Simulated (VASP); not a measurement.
# Ge (R-3m) in VASP: further runs

Ge is run at these levels: PBEsol; tasks: single point.

Program: VASP 6.6.1. These are calculated values, not measurements. Logs are shortened: lines on timing, memory, paths and dates and some standing lists are left out, and cuts for length are marked.

## Step 1: The cell of the first run

It takes space group R-3m (No. 166, trigonal). Conventional cell: a = 4.053 Å, b = 4.053 Å, c = 9.772 Å, α = 90.00°, β = 90.00°, γ = 120.00°. Within 3.2 Å of Ge (site symmetry 3m) lie 4 Ge at 2.46 to 2.47 Å.

## Step 2: Single point, PBEsol (strained cell)

INCAR

```
ALGO = Normal
EDIFF = 1E-6
ENCUT = 520
GGA = PS
ISIF = 2
ISMEAR = 0
LASPH = T
LCHARG = F
LREAL = F
LWAVE = F
NBANDS = 21
NELM = 80
PREC = Accurate
SIGMA = 0.1
```

KPOINTS

```
k-points
0
Gamma
  12 12 12
```

POSCAR

```
Ge
1.0
   -0.0302705642      2.8359734806      2.8359734806
    2.8359734806     -0.0302705642      2.8359734806
    2.8359734806      2.8359734806     -0.0302705642
Ge
2
Direct
   -0.0007647512     -0.0007647512     -0.0007647512
    0.2507647512      0.2507647512      0.2507647512
```

Potentials or basis: VASP PAW PBE potentials, release 64 (Ge_d).

Launch:

```bash
$ cat potpaw_PBE.64/Ge_d/POTCAR > POTCAR
$ mpirun -np 1 vasp_std > vasp.out
```

OUTCAR:

```text
EDIFF = 1E-6
   ENCUT = 520
   GGA = PS
   ISIF = 2
   ISMEAR = 0
   LASPH = T
   LREAL = F
   NELM = 80
   PREC = Accurate

 ion  position               nearest neighbor table
   1  0.999  0.999  0.999-   2 2.46   2 2.47   2 2.47   2 2.47
   2  0.251  0.251  0.251-   1 2.46   1 2.47   1 2.47   1 2.47

  LATTYP: Found a trigonal (rhomboedric) cell.
 ALAT       =     4.0107863908
 COS(alpha) =     0.4892983447

  Lattice vectors:

 A1 = (  -0.0302705642,   2.8359734806,   2.8359734806)
 A2 = (   2.8359734806,  -0.0302705642,   2.8359734806)
 A3 = (   2.8359734806,   2.8359734806,  -0.0302705642)

Analysis of symmetry for initial positions (statically):
=====================================================================
 Subroutine PRICEL returns:
 Original cell was already a primitive cell.

 Routine SETGRP: Setting up the symmetry group for a
 trigonal (rhombohedral) supercell.

 Subroutine GETGRP returns: Found 12 space group operations
 (whereof  6 operations were pure point group operations)
 out of a pool of 12 trial point group operations.

The static configuration has the point symmetry C_3v.
 The point group associated with its full space group is D_3d.

Analysis of symmetry for dynamics (positions and initial velocities):
=====================================================================
 Subroutine PRICEL returns:
 Original cell was already a primitive cell.

 Routine SETGRP: Setting up the symmetry group for a
 trigonal (rhombohedral) supercell.

 Subroutine GETGRP returns: Found 12 space group operations
 (whereof  6 operations were pure point group operations)
 out of a pool of 12 trial point group operations.

The dynamic configuration has the point symmetry C_3v.
 The point group associated with its full space group is D_3d.

 Subroutine INISYM returns: Found 12 space group operations
 (whereof  6 operations are pure point group operations),
 and found     1 'primitive' translations

----------------------------------------------------------------------------------------

                                     Primitive cell

  volume of cell :      46.3484

  direct lattice vectors                    reciprocal lattice vectors
    -0.030270564  2.835973481  2.835973481    -0.173508337  0.175380308  0.175380308
     2.835973481 -0.030270564  2.835973481     0.175380308 -0.173508337  0.175380308
     2.835973481  2.835973481 -0.030270564     0.175380308  0.175380308 -0.173508337

  length of vectors
     4.010786391  4.010786391  4.010786391     0.302690680  0.302690680  0.302690680

  position of ions in fractional coordinates (direct lattice)
     0.999235249  0.999235249  0.999235249
     0.250764751  0.250764751  0.250764751

  ion indices of the primitive-cell ions
   primitive index   ion index
                 1           1
                 2           2

----------------------------------------------------------------------------------------

 KPOINTS: k-points

Automatic generation of k-mesh.
 Grid dimensions read from file:
 generate k-points for:   12   12   12

 Generating k-lattice:

  Cartesian coordinates                     Fractional coordinates (reciprocal lattice)
    -0.014459028  0.014615026  0.014615026     0.083333333  0.000000000 -0.000000000
     0.014615026 -0.014459028  0.014615026     0.000000000  0.083333333 -0.000000000
     0.014615026  0.014615026 -0.014459028     0.000000000  0.000000000  0.083333333

  Length of vectors
     0.025224223  0.025224223  0.025224223

  Shift w.r.t. Gamma in fractional coordinates (k-lattice)
     0.000000000  0.000000000  0.000000000

 Subroutine IBZKPT returns following result:
 ===========================================

 Found    189 irreducible k-points:

 Following reciprocal coordinates:
            Coordinates               Weight
  0.000000  0.000000  0.000000      1.000000
  0.083333  0.000000 -0.000000      6.000000
  0.166667  0.000000  0.000000      6.000000
  0.250000  0.000000  0.000000      6.000000
  0.333333  0.000000  0.000000      6.000000
  0.416667  0.000000  0.000000      6.000000
[... 16 lines left out ...]
  0.500000  0.166667 -0.000000     12.000000
 -0.416667  0.166667  0.000000     12.000000
 [... further k-points ...]
   k-points           NKPTS =    189   k-points in BZ     NKDIM =    189   number of bands    NBANDS=     21
   number of dos      NEDOS =    301   number of ions     NIONS =      2
   total plane-waves  NPLWV =  27000
   dimension x,y,z NGX =    30 NGY =   30 NGZ =   30
   dimension x,y,z NGXF=    60 NGYF=   60 NGZF=   60
   ions per type =               2
   NGX,Y,Z   is equivalent  to a cutoff of  12.43, 12.43, 12.43 a.u.
   NGXF,Y,Z  is equivalent  to a cutoff of  24.87, 24.87, 24.87 a.u.
 SYSTEM =  unknown system
   PREC   = accura    normal or accurate (medium, high low for compatibility)
   ISTART =      0    job   : 0-new  1-cont  2-samecut
   ICHARG =      2    charge: 1-file 2-atom 10-const
   ISPIN  =      1    spin polarized calculation?
   LNONCOLLINEAR =      F non collinear calculations
   LSORBIT =      F    spin-orbit coupling
   LASPH  =      T    aspherical Exc in radial PAW
   ENCUT  =  520.0 eV  38.22 Ry    6.18 a.u.   7.46  7.46  7.46*2*pi/ulx,y,z
   NELM   =     80;   NELMIN=  2; NELMDL= -5     # of ELM steps
   EDIFF  = 0.1E-05   stopping-criterion for ELM
   LREAL  =      F    real-space projection
   EDIFFG = 0.1E-04   stopping-criterion for IOM
   NSW    =      0    number of steps for IOM
   IBRION =     -1    ionic relax: 0-MD 1-quasi-New 2-CG
   NFREE  =      0    steps in history (QN), initial steepest desc. (CG)
   ISIF   =      2    stress and relaxation
   ISYM   =      2    0-nonsym 1-usesym 2-fastsym
   POTIM  = 0.5000    time-step for ionic-motion
   TEBEG  =    0.0;   TEEND  =   0.0 temperature during run
   PSTRESS=    0.0 pullay stress
   NELECT =      28.0000    total number of electrons
   NUPDOWN=      -1.0000    fix difference up-down
   EMIN   =  10.00;   EMAX   =-10.00  energy-range for DOS
   EFERMI =   0.00;   METHOD = LEGACY
   ISMEAR =     0;   SIGMA  =   0.10  broadening in eV -4-tet -1-fermi 0-gaus
   EFERMI_NEDOS =   21; number of points for ismear=-14 and -15
   IALGO  =     38    algorithm
   IMIX   =      4    mixing-type and parameters
     AMIX     =   0.40;   BMIX     =  1.00
     AMIX_MAG =   1.60;   BMIX_MAG =  1.00
  volume/ion in A,a.u.               =      23.17       156.39
  Fermi-wavevector in a.u.,A,eV,Ry     =   1.383936  2.615260 26.058951  1.915279
  Thomas-Fermi vector in A             =   2.508487
   LORBIT       =      0    0 simple, 1 ext, 2 COOP (PROOUT), +10 PAW based schemes
   GGA     = PS    functional components
   LHFCALC =     F    Hartree Fock is set to
   AEXX    =    0.0000 exact exchange contribution
   IVDW    =     0    specifies the selected vdW correction
   LEPSILON=     F    determine dielectric tensor
   LRPA    =     F    only Hartree local field effects (RPA)
 non-spin polarized calculation
 Gauss-broadening in eV      SIGMA  =   0.10
  energy-cutoff  :      520.00
  volume of cell :       46.35
 maximum number of plane-waves:      1270
 NGX is ok and might be reduce to    30
   NGX = 15   NGY = 15   NGZ = 15

 number of electron      28.0000000 magnetization

 Free energy of the ion-electron system (eV)
  ---------------------------------------------------
  ext. energy  EPLUGINS =         0.00000000
  ---------------------------------------------------
  free energy    TOTEN  =        -9.86921858 eV

  energy without entropy =       -9.86881382  energy(sigma->0) =       -9.86901620

 E-fermi :   4.6144     XC(G=0): -10.0190

 val. band max:        4.5911487152   @ k =   0.0000   0.0000   0.0000
 cond. band min:       4.7267413954   @ k =   0.0000   0.0000   0.0000
 fundamental gap:      0.1355926802
 Fermi energy:         4.6144372762

 k-point     1 :       0.0000    0.0000    0.0000
  band No.  band energies     occupation
      1     -20.1013      2.00000
      2     -20.0905      2.00000
      3     -20.0905      2.00000
      4     -20.0593      2.00000
      5     -20.0593      2.00000
      6     -19.8640      2.00000
[... 13 lines left out ...]
     20      14.0551      0.00000
     21      14.0551      0.00000

 k-point     2 :       0.0833    0.0000   -0.0000
  band No.  band energies     occupation
      1     -20.1043      2.00000
      2     -20.0950      2.00000
      3     -20.0900      2.00000
      4     -20.0542      2.00000
      5     -20.0537      2.00000
      6     -19.8692      2.00000
[... 13 lines left out ...]
     20      13.4553      0.00000
     21      13.5074      0.00000

 k-point     3 :       0.1667    0.0000    0.0000
  band No.  band energies     occupation
      1     -20.1103      2.00000
      2     -20.1029      2.00000
      3     -20.0878      2.00000
      4     -20.0435      2.00000
      5     -20.0430      2.00000
      6     -19.8775      2.00000
[... 13 lines left out ...]
     20      12.8694      0.00000
     21      12.9860      0.00000

 k-point     4 :       0.2500    0.0000    0.0000
  band No.  band energies     occupation
      1     -20.1156      2.00000
      2     -20.1095      2.00000
      3     -20.0845      2.00000
      4     -20.0333      2.00000
      5     -20.0325      2.00000
      6     -19.8843      2.00000
[... 13 lines left out ...]
     20      12.8051      0.00000
     21      12.9966      0.00000

 k-point     5 :       0.3333    0.0000    0.0000
  band No.  band energies     occupation
      1     -20.1189      2.00000
      2     -20.1137      2.00000
      3     -20.0810      2.00000
      4     -20.0268      2.00000
      5     -20.0241      2.00000
      6     -19.8896      2.00000
[... 13 lines left out ...]
     20      13.3859      0.00000
     21      13.6519      0.00000

 k-point     6 :       0.4167    0.0000    0.0000
  band No.  band energies     occupation
      1     -20.1206      2.00000
      2     -20.1158      2.00000
      3     -20.0783      2.00000
      4     -20.0237      2.00000
      5     -20.0193      2.00000
      6     -19.8933      2.00000
[... 13 lines left out ...]
     20      14.4808      0.00000
     21      14.8112      0.00000

 k-point     7 :       0.5000    0.0000    0.0000
  band No.  band energies     occupation
      1     -20.1210      2.00000
      2     -20.1165      2.00000
      3     -20.0774      2.00000
      4     -20.0228      2.00000
      5     -20.0178      2.00000
      6     -19.8944      2.00000
[... 13 lines left out ...]
     20      15.3060      0.00000
     21      15.4792      0.00000
[... 291 lines left out ...]
      1     -20.1128      2.00000
      2     -20.1098      2.00000
      3     -20.0935      2.00000
      4     -20.0354      2.00000
      5     -20.0107      2.00000
      6     -19.9224      2.00000
[... 13 lines left out ...]
     20      13.6713      0.00000
     21      14.5362      0.00000

 k-point    21 :       0.3333    0.1667    0.0000
  band No.  band energies     occupation
      1     -20.1211      2.00000
      2     -20.1157      2.00000
      3     -20.0830      2.00000
      4     -20.0250      2.00000
      5     -20.0009      2.00000
      6     -19.9313      2.00000
[... 13 lines left out ...]
     20      14.1245      0.00000
     21      14.8638      0.00000

 k-point    22 :       0.4167    0.1667   -0.0000
  band No.  band energies     occupation
      1     -20.1284      2.00000
      2     -20.1198      2.00000
      3     -20.0713      2.00000
      4     -20.0152      2.00000
      5     -19.9977      2.00000
      6     -19.9326      2.00000
[... 13 lines left out ...]
     20      14.6145      0.00000
     21      15.7360      0.00000

 k-point    23 :       0.5000    0.1667   -0.0000
  band No.  band energies     occupation
      1     -20.1327      2.00000
      2     -20.1229      2.00000
      3     -20.0613      2.00000
      4     -20.0071      2.00000
      5     -20.0012      2.00000
      6     -19.9261      2.00000
[... 13 lines left out ...]
     20      15.3347      0.00000
     21      15.8212      0.00000

 k-point    24 :      -0.4167    0.1667    0.0000
  band No.  band energies     occupation
      1     -20.1336      2.00000
      2     -20.1250      2.00000
      3     -20.0558      2.00000
      4     -20.0105      2.00000
      5     -20.0007      2.00000
      6     -19.9144      2.00000
[... 13 lines left out ...]
     20      14.2453      0.00000
     21      14.7448      0.00000

 [... further k-points ...]

------------------------ aborting loop because EDIFF is reached ----------------------------------------

  FORCE on cell =-STRESS in cart. coord.  units (eV):
  Direction    XX          YY          ZZ          XY          YZ          ZX
  --------------------------------------------------------------------------------------
  -------------------------------------------------------------------------------------
  Total       -0.3667847     -0.3667847     -0.3667847      0.1638900      0.1638900      0.1638900
  in kB      -12.6790664    -12.6790664    -12.6790664      5.6653738      5.6653738      5.6653738
  external PRESSURE =     -12.6790664 kB  Pullay stress =       0.0000000 kB

 VOLUME and BASIS-vectors are now :
 -----------------------------------------------------------------------------
  energy-cutoff  :      520.00
  volume of cell :       46.35
      direct lattice vectors                 reciprocal lattice vectors
    -0.030270564  2.835973481  2.835973481    -0.173508337  0.175380308  0.175380308
     2.835973481 -0.030270564  2.835973481     0.175380308 -0.173508337  0.175380308
     2.835973481  2.835973481 -0.030270564     0.175380308  0.175380308 -0.173508337

 POSITION                                       TOTAL-FORCE (eV/Angst)
 -----------------------------------------------------------------------------------
      5.63736      5.63736      5.63736         0.000502      0.000502      0.000502
      1.41473      1.41473      1.41473        -0.000502     -0.000502     -0.000502
 -----------------------------------------------------------------------------------
    total drift:                                0.000000      0.000000      0.000000

  FREE ENERGIE OF THE ION-ELECTRON SYSTEM (eV)
  ---------------------------------------------------
  free  energy   TOTEN  =        -9.8692185841 eV

  energy  without entropy=       -9.8688138183  energy(sigma->0) =       -9.86901620
```

It took 3.9 min on 1 thread of Intel Xeon 8259CL, shared host; peak memory 0.27 GiB.

Results:

```yaml
Free_energy: -9.8692 eV
Pressure: -1.3 GPa
Band_gap_on_the_k_mesh: zero (bands 14 and 15 overlap by 0.06 eV)
```

Stress tensor (GPa, compression positive):
```
-1.27  0.57  0.57
 0.57 -1.27  0.57
 0.57  0.57 -1.27
```

Caveat: the cell differs from its parent crystal (strained cell); semilocal functionals underestimate gaps, so a narrow gap can read as zero; the PAW data sets were made with another functional, which shifts forces and pressure a little.

[end of part 1 of 2]
